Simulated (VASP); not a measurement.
**RbCl: single point with LDA**

RbCl:

```xyz
2
Lattice="0.0000 3.3382 3.3382 3.3382 0.0000 3.3382 3.3382 3.3382 0.0000" Properties=species:S:1:pos:R:3 pbc="T T T"
Rb    0.0000    0.0000    0.0000
Cl    3.3382    3.3382    3.3382
```

- Program: VASP 6.6.1
- Task: single point
- Functional: LDA
- Potentials or basis: VASP PAW LDA potentials, release 64 (Rb_sv, Cl)
- Cutoff: 500 eV
- k mesh: 6 × 6 × 6
- Occupations: gaussian, width 0.01 eV
- Spin: no spin polarisation
- Dipole correction: no
- Further INCAR settings: ALGO = Normal; EDIFF = 1e-06; NBANDS = 15

The pressure is -2.1 GPa. The band gap on the k mesh is 4.43 eV, direct.

Levels at points of the mesh, in eV from the valence-band top:
```
           k point  band 6  band 7  band 8  band 9  band 10  band 11
(0.00, 0.00, 0.00)    0.00    0.00    0.00    4.43     7.68     7.68
(0.50, 0.00, 0.00)   -0.87   -0.32   -0.32    7.20     7.47     9.76
(0.50, 0.50, 0.00)   -0.35   -0.11   -0.11    5.88     7.52     9.05
```

Run time: 20 s on 1 thread of Intel(R) Xeon(R) Platinum 8488C (Sapphire Rapids), with other jobs on the host, peak memory 0.17 GiB.
